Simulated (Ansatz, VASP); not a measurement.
**TiC2: VASP beside Ansatz**

```
CELL_PARAMETERS angstrom
0.00000 4.63863 4.63863
4.63863 0.00000 4.63863
4.63863 4.63863 0.00000
ATOMIC_POSITIONS crystal
Ti 0.50000 0.50000 0.50000
Ti 0.75000 0.75000 0.75000
C 0.62500 0.62500 0.62500
C 0.12500 0.62500 0.62500
C 0.62500 0.62500 0.12500
C 0.62500 0.12500 0.62500
```

Alike in both runs: functional r2SCAN; k mesh 4 × 4 × 4; occupations gaussian, width 0.1 eV; no spin polarisation.

Ansatz relaxed the structure, and its values are those at the end. VASP's run is a single point on that final structure, the one shown.

|  | VASP | Ansatz |
| --- | --- | --- |
| version | VASP 6.6.1 | Ansatz 0.2.0 |
| potentials or method | VASP PAW PBE potentials, release 64 (Ti_sv, C), cutoff 520 eV | scalar-relativistic, plane waves, PAW |
| valence electrons in the cell | 40 | 40 |

Ansatz gave:

```
gap on the k mesh at the Fermi level (eV) : none
pressure (GPa)                            : -0.3
```

Problem. Estimate VASP's values.

Solution. gap on the k mesh at the Fermi level (eV): none; pressure (GPa): -0.2.

VASP's potentials were made for PBE, not for r2SCAN. A gap of «none» marks a metal or a gap that the smearing closes.
